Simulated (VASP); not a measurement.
**Rh: single point with LDA**

Rh:

```
Rh
1.0
     2.80341    0.00000    0.00000
    -1.40170    1.92155    0.00000
     0.00000    0.00000    9.62024
Rh
4
Cartesian
  0.0000 0.0000 0.0000
  0.0000 1.2810 2.4051
  0.0000 0.0000 4.8101
  1.4017 0.6405 7.2152
```

This cell differs from its parent crystal: strain +e along x and -e along y +0.1100, strain +e along z and -e/2 along x and y +0.1100.

```json
{
 "Program": "VASP 6.6.1",
 "Task": "single point",
 "Functional": "LDA",
 "Potentials or basis": "VASP PAW LDA potentials, release 64 (Rh_pv)",
 "Cutoff": "520 eV",
 "k mesh": "18 × 18 × 6",
 "Occupations": "gaussian, width 0.15 eV",
 "Spin": "no spin polarisation"
}
```

```json
{"Pressure": "34.1 GPa", "Largest force": "0.223 eV/Å", "Band gap on the k mesh": "zero (bands 30 and 31 overlap by 4.22 eV)"}
```

Forces on the atoms (eV/Å):
```
Rh   0.000  0.000  0.000
Rh   0.000  0.223  0.000
Rh   0.000  0.000  0.000
Rh   0.000 -0.223  0.000
```

Stress tensor (GPa, compression positive):
```
 25.35   0.00   0.00
  0.00  98.10   0.00
  0.00   0.00 -21.08
```

Levels at points of the mesh, in eV from the Fermi level:
```csv
k point,band 26,band 27,band 28,band 29,band 30,band 31,band 32,band 33,band 34,band 35
"(0.00, 0.00, 0.00)",-0.78,-0.69,-0.50,-0.50,-0.36,-0.24,-0.13,0.16,0.31,0.41
"(0.50, 0.00, 0.00)",-0.20,0.10,0.42,0.42,0.79,1.01,1.18,1.40,1.95,4.50
"(0.00, 0.50, 0.00)",-0.53,0.27,0.60,2.68,2.73,2.73,2.77,3.96,4.88,6.86
"(0.00, 0.00, 0.50)",-0.69,-0.66,-0.66,-0.61,-0.61,0.02,0.02,0.12,0.12,0.66
"(0.50, 0.00, 0.50)",-0.81,0.40,0.40,0.46,0.46,0.59,0.59,3.08,3.08,4.16
"(0.00, 0.50, 0.50)",-0.66,-0.50,-0.50,2.69,2.69,2.76,2.76,5.05,5.05,6.73
```

It took 4.3 min on 1 thread of Intel(R) Xeon(R) 6975P-C (Granite Rapids), with other jobs on the host, peak memory 0.54 GiB.

Caveat: the cell differs from its parent crystal (strain +e along x and -e along y +0.1100, strain +e along z and -e/2 along x and y +0.1100); the cell stands under pressure.
